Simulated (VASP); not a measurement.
Write the native input for VASP 6.6.1 that does the following.

| Quantity | Value |
| --- | --- |
| Task | single point |
| Functional | PBE |
| Potentials or basis | VASP PAW PBE potentials, release 64 (Mg, Zn, Te) |
| Cutoff | 520 eV |
| k mesh | 4 × 4 × 4 |
| Occupations | gaussian, width 0.1 eV |
| Spin | no spin polarisation |
| Dipole correction | no |
| Further INCAR settings | ALGO = Fast; EDIFF = 1e-07; NBANDS = 20 |

The structure of Mg3ZnTe lies in POSCAR:

```
Mg3ZnTe
1.0
    4.5957375800      0.0000000000      0.0000000000
    0.0000000000      4.5957375800      0.0000000000
    0.0000000000      0.0000000000      4.5957375800
Mg Zn Te
3 1 1
Direct
    0.5000000000      0.5000000000      0.0000000000
    0.0000000000      0.5000000000      0.5000000000
    0.5000000000      0.0000000000      0.5000000000
    0.5000000000      0.5000000000      0.5000000000
    0.0000000000      0.0000000000      0.0000000000
```

The input as run:

INCAR

```
SYSTEM = Mg3ZnTe
  PREC = Accurate
  ENCUT = 520
  EDIFF = 1E-7
  ISMEAR = 0
  SIGMA = 0.1
  LREAL = .FALSE.
  LASPH = .TRUE.
  NELM = 100
  ALGO = Fast
  ISIF = 2
  LWAVE = .FALSE.
  LCHARG = .FALSE.
  GGA = PE
  NBANDS = 20
```

KPOINTS

```
regular mesh
0
G
  4 4 4
  0 0 0
```

Potentials or basis: VASP PAW PBE potentials, release 64 (Mg, Zn, Te).

Command:

```bash
$ cat potpaw_PBE.64/Mg/POTCAR potpaw_PBE.64/Zn/POTCAR potpaw_PBE.64/Te/POTCAR > POTCAR
$ mpirun -np 1 vasp_std > vasp.out
```

Results of the run:

- Pressure: 17.8 GPa
- Band gap on the k mesh: zero (band 12 reaches 5.65 eV, above the bottom of band 13 at 2.17 eV)

Caveat: spin-orbit coupling is left out, which moves the levels of the heavy elements.

Run time: 21 s on 1 thread of AMD EPYC 7R13 Processor (Zen 3), with other jobs on the host, peak memory 0.18 GiB.
